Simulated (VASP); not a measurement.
Set up this calculation in VASP 6.6.1, as the native input.

* Task: single point
* Functional: PBE
* Potentials or basis: VASP PAW PBE potentials, release 64 (Zr_sv, Mo_sv, C)
* Cutoff: 520 eV
* k mesh: 4 × 4 × 4
* Occupations: gaussian, width 0.1 eV
* Spin: no spin polarisation
* Dipole correction: no
* Further INCAR settings: ALGO = Normal; EDIFF = 1e-07; NBANDS = 59

The structure of ZrMo2C2 lies in POSCAR:

```
ZrMo2C2
1.0
    4.1642497501      0.0000000000      0.0000000000
    0.0000000000      4.1642497501      0.0000000000
    0.0000000000      0.0000000000      7.2665921025
Zr Mo C
2 4 4
Direct
    0.0000000000      0.5000000000      0.3265443740
    0.5000000000      0.0000000000      0.6734556260
    0.0000000000      0.0000000000      0.0000000000
    0.5000000000      0.5000000000      0.0000000000
    0.0000000000      0.5000000000      0.6954691266
    0.5000000000      0.0000000000      0.3045308734
    0.0000000000      0.0000000000      0.5000000000
    0.5000000000      0.5000000000      0.5000000000
    0.0000000000      0.5000000000      0.9824911276
    0.5000000000      0.0000000000      0.0175088724
```

The input as run:

INCAR

```
SYSTEM = ZrMo2C2
PREC = Accurate ; ENCUT = 520
EDIFF = 1E-7 ; ISMEAR = 0
SIGMA = 0.1 ; LREAL = .False.
LASPH = .True. ; NELM = 80
ALGO = Normal ; ISIF = 2
LWAVE = .False. ; LCHARG = .True.
GGA = PE ; LELF = .True.
LVHAR = .True. ; NBANDS = 59
```

KPOINTS

```
regular mesh
0
Gamma
  4 4 4
  0 0 0
```

Potentials or basis: VASP PAW PBE potentials, release 64 (Zr_sv, Mo_sv, C).

Command:

```sh
$ cat potpaw_PBE.64/Zr_sv/POTCAR potpaw_PBE.64/Mo_sv/POTCAR potpaw_PBE.64/C/POTCAR > POTCAR
$ mpirun -np 1 vasp_std > vasp.out
```

It gave:

```yaml
Pressure: 0.5 GPa
Largest_force: 0.035 eV/Å
Band_gap_on_the_k_mesh: zero (band 48 reaches 11.54 eV, above the bottom of band 49 at 11.23 eV)
```

Caveat: the k points lie up to 0.38 Å⁻¹ apart.

It took 4.6 min on 1 thread of AMD EPYC 7571, with other jobs on the host, peak memory 0.25 GiB.
